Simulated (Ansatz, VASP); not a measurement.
**One calculation of GaP, two programs**

INCAR

```
PREC = Accurate
ENCUT = 500
EDIFF = 1E-6
ISMEAR = -1
SIGMA = 0.02
LREAL = False
LASPH = True
NELM = 120
ALGO = Normal
ISIF = 2
LWAVE = False
LCHARG = False
GGA = PE
NBANDS = 16
GGA_COMPAT = False
```

KPOINTS

```
Automatic mesh
0
Gamma
  8 8 8
```

File POSCAR:

```
GaP
1.0
    0.0000000000      2.8344152602      2.6309264458
    2.8344152602      0.0000000000      2.6309264458
    2.8344152602      2.8344152602      0.0000000000
Ga P
1 1
Direct
    0.0000000000      0.0000000000      0.0000000000
    0.2500000000      0.2500000000      0.2500000000
```

Input for Ansatz:

```yaml
crystal:
  lattice:
    - [0.0, 2.8344152602, 2.6309264458]
    - [2.8344152602, 0.0, 2.6309264458]
    - [2.8344152602, 2.8344152602, 0.0]
  atoms:
    - { symbol: Ga, position: [0.0, 0.0, 0.0] }
    - { symbol: P, position: [0.25, 0.25, 0.25] }
kpoints:
  mp_grid: { grid: [8, 8, 8] }
  band_path:
    path:
      - [0.0, 0.0, 0.0]
      - [-0.5, -0.5, 0.0]
      - [-0.375, -0.375, 0.25]
      - [-0.375, 0.0, 0.375]
      - [0.0, 0.0, 0.5]
      - [-0.5, -0.25, 0.25]
      - [-0.45, -0.45, 0.0]
    npoints: 1
hamiltonian:
  xc: pbe
scf:
  occupations: { method: fermi_dirac, width: 0.02 }
  n_extra_bands: 4
output:
  forces: true
  stress: true
  eigenvalues: true
```

Change from the starting cell: epitaxial_xy strain +4.0%.

Alike in both runs: task single point; functional PBE; k mesh 8 × 8 × 8; occupations fermi-dirac, width 0.02 eV; no spin polarisation.

|  | VASP | Ansatz |
| --- | --- | --- |
| version | VASP 6.6.1 | Ansatz 0.2.0 |
| potentials or method | VASP PAW PBE potentials, release 64 (Ga_d, P) | plane waves, PAW |
| plane-wave cutoff (eV) | 500 | 420 |
| valence electrons in the cell | 18 | 18 |

|  | VASP | Ansatz | Ansatz less VASP |
| --- | --- | --- | --- |
| gap on the k mesh at the Fermi level (eV) | 1.03 | 1.03 | +0.001 |
| pressure (GPa) | -1.1 | -1.1 | +0.07 |
| traceless stress, the component that is largest in VASP (GPa) | 3.15 | 3.15 | -0.004 |
